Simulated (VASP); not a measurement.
Runs of VASP 6.6.1 on SrO. The structure is that of space group Fm-3m (No. 225), or close to it. The cells are those of the table. 

| cell | gap on the mesh (eV) | pressure (GPa) |
| --- | --- | --- |
| a = 3.634, b = 3.634, c = 3.598 Å, angles 60.3, 60.3, 60.7°, 2 atoms | 3.72 | 1.7 |
| a = 3.634, b = 3.634, c = 3.643 Å, angles 59.9, 59.9, 59.8°, 2 atoms | 3.74 | 1.7 |
| a = 3.635, b = 3.635, c = 3.562 Å, angles 60.7, 60.7, 61.3°, 2 atoms | (a) | 1.7 |
| a = 3.634, b = 3.634, c = 3.680 Å, angles 59.6, 59.6, 59.2°, 2 atoms | 3.71 | 1.7 |
| a = 3.634, b = 3.634, c = 3.662 Å, angles 59.8, 59.8, 59.5°, 2 atoms | 3.72 | 1.7 |
| a = 3.634, b = 3.634, c = 3.689 Å, angles 59.5, 59.5, 59.0°, 2 atoms | 3.70 | 1.7 |
| a = 3.635, b = 3.635, c = 3.698 Å, angles 59.4, 59.4, 58.8°, 2 atoms | 3.70 | 1.7 |
| a = 3.634, b = 3.634, c = 3.652 Å, angles 59.8, 59.8, 59.7°, 2 atoms | 3.73 | 1.7 |

Alike in all rows: task single point; level r2SCAN; potentials or basis VASP PAW PBE potentials, release 64 (Sr_sv, O); no spin polarisation; k mesh 8 × 8 × 8; cutoff (eV) 520; smearing gaussian 0.05 eV.

Task: Fill in the values left out.

Result: (a) 3.69.

Caveats: the PAW data sets were made with another functional, which shifts forces and pressure a little.

A k mesh can miss the band edges, and the runs leave out spin-orbit coupling on Sr.
